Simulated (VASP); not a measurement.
# In2HSe2 in VASP: single point with PBE+D3(BJ)

Aim: the single point of In2HSe2 with PBE+D3(BJ).

The COD entry that gives the cell may itself be a prediction, so a difference from it is no test against experiment.

Program: VASP 6.6.1. These are calculated values, not measurements. Logs are shortened: lines on timing, memory, paths and dates and some standing lists are left out, and cuts for length are marked.

## 1. The cell of the first run

The cell holds a slab with vacuum, 5 atoms: a = 4.027 Å, b = 4.027 Å, c = 20.885 Å, α = 90.00°, β = 90.00°, γ = 120.00°.

## 2. Single point, PBE+D3(BJ), collinear spin, ferromagnetic start

INCAR reads:

```
SYSTEM = In2HSe2
PREC = Accurate ; ENCUT = 520
EDIFF = 1E-6 ; ISMEAR = 0
SIGMA = 0.05 ; LREAL = .FALSE.
LASPH = .TRUE. ; NELM = 150
ALGO = Normal ; ISIF = 2
LWAVE = .FALSE. ; LCHARG = .FALSE.
ISPIN = 2 ; MAGMOM = 0 0 0 0 1
LORBIT = 11 ; LDIPOL = .TRUE.
IDIPOL = 3 ; DIPOL = 0.5 0.5 0.348
GGA = PE ; IVDW = 12
NBANDS = 32
```

KPOINTS reads:

```
regular mesh
0
G
  9 9 1
  0 0 0
```

POSCAR reads:

```
In2HSe2
1.0
    4.0266103726      0.0000000000      0.0000000000
   -2.0133051863      3.4871468738      0.0000000000
    0.0000000000      0.0000000000     20.8853553747
Se In H
2 2 1
Direct
    0.0000000000      0.0000000000      0.1915217591
    0.0000000000      0.0000000000      0.4493749427
    0.6666666667      0.3333333333      0.2535479421
    0.6666666667      0.3333333333      0.3873488619
    0.4444444444      0.8888888889      0.4571865300
```

Potentials or basis: VASP PAW PBE potentials, release 64 (Se, In_d, H).

The run is started by

```console
> cat potpaw_PBE.64/Se/POTCAR potpaw_PBE.64/In_d/POTCAR potpaw_PBE.64/H/POTCAR > POTCAR
> mpirun -np 1 vasp_std > vasp.out
```

OUTCAR:

```text
SYSTEM = In2HSe2
   PREC = Accurate
   ENCUT = 520
   EDIFF = 1E-6
   ISMEAR = 0
   LREAL = .FALSE.
   LASPH = .TRUE.
   NELM = 150
   ISIF = 2
   ISPIN = 2
   LORBIT = 11
   GGA = PE
   IVDW = 12
 IVDW          = 12

 ion  position               nearest neighbor table
   1  0.000  0.000  0.192-   3 2.66   3 2.66   3 2.66
   2  0.000  0.000  0.449-   4 2.66   4 2.66   4 2.66
   3  0.667  0.333  0.254-   1 2.66   1 2.66   1 2.66   4 2.79
   4  0.667  0.333  0.387-   5 2.13   2 2.66   2 2.66   2 2.66   3 2.79
   5  0.444  0.889  0.457-   4 2.13

  LATTYP: Found a hexagonal cell.
 ALAT       =     4.0266103726
 C/A-ratio  =     5.1868329543

  Lattice vectors:

 A1 = (   4.0266103726,   0.0000000000,   0.0000000000)
 A2 = (  -2.0133051863,   3.4871468738,   0.0000000000)
 A3 = (   0.0000000000,   0.0000000000,  20.8853553747)

Analysis of symmetry for initial positions (statically):
=====================================================================
 Subroutine PRICEL returns:
 Original cell was already a primitive cell.

 Routine SETGRP: Setting up the symmetry group for a
 hexagonal supercell.

 Subroutine GETGRP returns: Found  2 space group operations
 (whereof  2 operations were pure point group operations)
 out of a pool of 24 trial point group operations.

The static configuration has the point symmetry C_1h.

Analysis of symmetry for dynamics (positions and initial velocities):
=====================================================================
 Subroutine PRICEL returns:
 Original cell was already a primitive cell.

 Routine SETGRP: Setting up the symmetry group for a
 hexagonal supercell.

 Subroutine GETGRP returns: Found  2 space group operations
 (whereof  2 operations were pure point group operations)
 out of a pool of 24 trial point group operations.

The dynamic configuration has the point symmetry C_1h.

Analysis of structural, dynamic, and magnetic symmetry:
=====================================================================
 Subroutine PRICEL returns:
 Original cell was already a primitive cell.

 Routine SETGRP: Setting up the symmetry group for a
 hexagonal supercell.

 Subroutine GETGRP returns: Found  2 space group operations
 (whereof  2 operations were pure point group operations)
 out of a pool of 24 trial point group operations.

The overall configuration has the point symmetry C_1h.

 Subroutine INISYM returns: Found  2 space group operations
 (whereof  2 operations are pure point group operations),
 and found     1 'primitive' translations

[... 143 lines left out ...]

 dipolmoment           0.000000      0.000000     -0.016597 electrons x Angstroem

 Free energy of the ion-electron system (eV)
  ---------------------------------------------------
  ext. energy  EPLUGINS =         0.00000000
  ---------------------------------------------------
  free energy    TOTEN  =       -15.67076313 eV

  energy without entropy =      -15.66850965  energy(sigma->0) =      -15.66963639

 E-fermi :  -0.3062     XC(G=0):  -4.1199

 val. band max:       -0.3069477353   @ k =  -0.2222  -0.4444   0.0000
 cond. band min:      -0.2132967998   @ k =   0.3333   0.1111   0.0000
 fundamental gap:      0.0936509354
 Fermi energy:        -0.3062318919

 spin component 1

 k-point     1 :       0.0000    0.0000    0.0000
  band No.  band energies     occupation
      1     -16.1729      1.00000
      2     -16.0083      1.00000
      3     -15.9978      1.00000
      4     -15.9482      1.00000
      5     -15.9256      1.00000
      6     -15.8620      1.00000
[... 805 lines left out ...]
     30       6.4094      0.00000
     31       6.5780      0.00000

 [... further k-points ...]

 spin component 2

 k-point     1 :       0.0000    0.0000    0.0000
  band No.  band energies     occupation
      1     -16.1729      1.00000
      2     -16.0082      1.00000
      3     -15.9978      1.00000
      4     -15.9482      1.00000
      5     -15.9256      1.00000
      6     -15.8620      1.00000
[... 805 lines left out ...]
     30       6.4058      0.00000
     31       6.5869      0.00000

 [... further k-points ...]

 [bands above 31 left out]

------------------------ aborting loop because EDIFF is reached ----------------------------------------

 vacuum level on the upper side and lower side of the slab       (xc-potential included)        -0.105         0.103

 Edisp (eV)   -0.96889

 E8    (eV) :    -0.4539

  FORCE on cell =-STRESS in cart. coord.  units (eV):
  Direction    XX          YY          ZZ          XY          YZ          ZX
  --------------------------------------------------------------------------------------
  -------------------------------------------------------------------------------------
  Total       2.77906     1.17599     1.45830     0.00000    -0.32701     0.00000
  in kB      15.18297     6.42483     7.96722     0.00000    -1.78656     0.00000
  external pressure =        9.86 kB  Pullay stress =        0.00 kB

 VOLUME and BASIS-vectors are now :
 -----------------------------------------------------------------------------
  energy-cutoff  :      520.00
  volume of cell :      293.26
      direct lattice vectors                 reciprocal lattice vectors
     4.026610373  0.000000000  0.000000000     0.248347843  0.143383694  0.000000000
    -2.013305186  3.487146874  0.000000000     0.000000000  0.286767388  0.000000000
     0.000000000  0.000000000 20.885355375     0.000000000  0.000000000  0.047880440

 POSITION                                       TOTAL-FORCE (eV/Angst)
 -----------------------------------------------------------------------------------
      0.00000      0.00000      4.00000        -0.000000     -0.008307     -0.049782
      0.00000      0.00000      9.38536         0.000000     -0.471402      0.776670
      2.01331      1.16238      5.29544        -0.000000     -0.014868     -0.102934
      2.01331      1.16238      8.08992        -0.000000      0.351778     -0.624682
     -0.00000      3.09969      9.54850        -0.000000      0.142800      0.000728
 -----------------------------------------------------------------------------------
    total drift:                               -0.000000     -0.000064      0.000169

  FREE ENERGIE OF THE ION-ELECTRON SYSTEM (eV)
  ---------------------------------------------------
  free  energy   TOTEN  =       -16.6396492513 eV

  energy  without entropy=      -16.6373957710  energy(sigma->0) =      -16.63852251

 vacuum level on the upper side and lower side of the slab         3.675         3.886

 total charge

# of ion       s       p       d       tot
------------------------------------------
    1        1.472   2.329   0.022   3.822
    2        1.505   2.258   0.049   3.812
    3        0.865   0.650   9.883  11.398
    4        0.911   0.645   9.889  11.444
    5        0.447   0.013   0.000   0.460
--------------------------------------------------
tot          5.200   5.895  19.842  30.937

 magnetization (x)

# of ion       s       p       d       tot
------------------------------------------
    1       -0.000  -0.000   0.000  -0.000
    2        0.000   0.000   0.000   0.000
    3        0.000   0.000  -0.000   0.000
    4        0.000   0.000   0.000   0.000
    5        0.000   0.000   0.000   0.000
--------------------------------------------------
tot          0.000   0.000   0.000   0.000
```

OSZICAR:

```text
N       E                     dE             d eps       ncg     rms          rms(c)
DAV:   1     0.324424551046E+03    0.32442E+03   -0.16059E+04  3272   0.104E+03
DAV:   2     0.243915561241E+02   -0.30003E+03   -0.28941E+03  3432   0.274E+02
DAV:   3    -0.134649392728E+02   -0.37856E+02   -0.37404E+02  4288   0.119E+02
[... 17 lines left out ...]
DAV:  21    -0.156704294036E+02   -0.44596E-03   -0.17473E-05  3048   0.116E-02    0.400E-03
DAV:  22    -0.156706968228E+02   -0.26742E-03   -0.15518E-05  3000   0.992E-03    0.236E-03
DAV:  23    -0.156707444283E+02   -0.47606E-04   -0.42063E-06  3048   0.591E-03    0.145E-03
DAV:  24    -0.156707542682E+02   -0.98398E-05   -0.46464E-07  2912   0.289E-03    0.942E-04
DAV:  25    -0.156707622088E+02   -0.79407E-05   -0.34874E-07  2864   0.277E-03    0.624E-04
DAV:  26    -0.156707631348E+02   -0.92594E-06   -0.11496E-07  2848   0.147E-03
   1 F= -.16639649E+02 E0= -.16638523E+02  d E =-.225348E-02  mag=     0.0001
```

It took 11 min on 1 thread of Intel Xeon Platinum 8488C (Sapphire Rapids), shared host; peak memory 0.69 GiB.

Results:

```yaml
Free_energy: -16.6396 eV
Largest_force: 0.909 eV/Å
Net_moment: 0.00 μB per cell
Valence_electrons_inside_the_program's_atomic_spheres: Se 3.82, 3.81; In 11.40, 11.44; H 0.46
Dispersion_energy_per_atom: -0.194 eV
```

Forces on the atoms (eV/Å):
```
Se   0.000 -0.008 -0.050
Se   0.000 -0.471  0.777
In   0.000 -0.015 -0.103
In   0.000  0.352 -0.625
H    0.000  0.143  0.001
```

Levels at points of the mesh, in eV from the Fermi level:
Spin up:
```csv
k point,band 18,band 19,band 20,band 21,band 22,band 23
"(0.00, 0.00, 0.00)",-2.21,-2.21,-1.94,0.11,1.71,3.06
```
Spin down:
```tsv
k point	band 17	band 18	band 19	band 20	band 21	band 22	band 23	band 24
(0.00, 0.00, 0.00)	-2.56	-2.21	-2.21	-1.94	0.11	1.71	3.06	3.49
```

Caveat: spin-orbit coupling is left out, which moves the levels of the heavy elements.
